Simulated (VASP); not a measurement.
Crystal: Re.

```xyz
2
Lattice="2.7619 0.0000 0.0000 -1.3809 2.3919 0.0000 0.0000 0.0000 3.0429" Properties=species:S:1:pos:R:3 pbc="T T T"
Re    0.0000    1.5946    0.0000
Re    1.3809    0.7973    0.0000
```

```yaml
Program: VASP 6.6.1
Task: relaxation of cell and atoms
Functional: PBE
Potentials_or_basis: VASP PAW PBE potentials, release 64 (Re_sv_GW)
Cutoff: 500 eV
k_mesh: 6 × 6 × 6
Occupations: gaussian, width 0.1 eV
Spin: no spin polarisation
```

At the start: pressure 1437.5 GPa; volume 10.05 Å³/atom.

How do energy, volume and symmetry change on relaxing?

Over 14 steps the energy falls by 34414.1 meV/atom and the volume is 17.64 Å³/atom (+75.5 %); space group P6/mmm (No. 191, to 0.05 Å).

Step by step:
```
step  energy change (eV)  largest force (eV/Å)  pressure (GPa)  volume (Å³)
   1              0.0000                0.0000         1437.47        20.10
   2           2000.5169                0.0000          -62.90      1320.94
   3            818.5018                0.0000         -315.49       290.42
   4            -45.3497                0.0000         -289.96        57.08
   5            -67.5458                0.0000          -60.72        41.99
   6            -68.0719                0.0000          -28.07        40.12
   7            -68.1221                0.0000          -14.75        39.39
   8            -68.1086                0.0000           -6.27        38.94
   9            -67.9971                0.0000           43.73        31.41
  10            -68.8063                0.0000            6.89        35.22
  11            -68.8130                0.0000            8.92        34.89
  12            -67.7688                0.0000          -71.87        38.54
  13            -68.8281                0.0000           -0.83        35.31
  14            -68.8282                0.0000           -0.08        35.27
```

Final structure:
```
CELL_PARAMETERS angstrom
3.85915 0.00000 0.00000
-1.92957 3.34212 0.00000
0.00000 0.00000 2.73497
ATOMIC_POSITIONS crystal
Re 0.33333 0.66667 0.00000
Re 0.66667 0.33333 0.00000
```

Caveat: the k points lie up to 0.38 Å⁻¹ apart in the final cell; the volume moved by over 15 % at a fixed basis, so the end points are rough.
